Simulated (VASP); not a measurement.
NaH, 2 atoms in the cell. The structure is cubic, space group Pm-3m (No. 221). Conventional cell: a = 2.932 Å, b = 2.932 Å, c = 2.932 Å, α = 90.00°, β = 90.00°, γ = 90.00°. Within 3.4 Å of Na (site symmetry m-3m) lie 8 H at 2.54 Å and 6 Na at 2.93 Å. Within 3.4 Å of H (site symmetry m-3m) lie 8 Na at 2.54 Å and 6 H at 2.93 Å. 

* Program: VASP 6.6.1
* Task: single point
* Functional: r2SCAN
* Potentials or basis: VASP PAW PBE potentials, release 64 (Na_pv, H)
* Cutoff: 520 eV
* k mesh: 6 × 6 × 6
* Occupations: gaussian, width 0.01 eV
* Spin: no spin polarisation
* Dipole correction: no
* Further INCAR settings: ALGO = Normal; EDIFF = 1e-06; NBANDS = 11

Potentials or basis: VASP PAW PBE potentials, release 64 (Na_pv, H).

Run with:

```bash
$ cat potpaw_PBE.64/Na_pv/POTCAR potpaw_PBE.64/H/POTCAR > POTCAR
$ cp INCAR.step1 INCAR
$ mpirun -np 1 vasp_std > vasp.out
$ cp INCAR.step2 INCAR
$ mpirun -np 1 vasp_std > vasp.out
```

Hardware: 1 thread of Intel Xeon 8259CL, with other jobs on the host.

Q: How long does it take, and how much memory?

A: Run time: 34 s on 1 thread of Intel Xeon 8259CL (shared host), peak memory 0.14 GiB. Counts: k points 20.
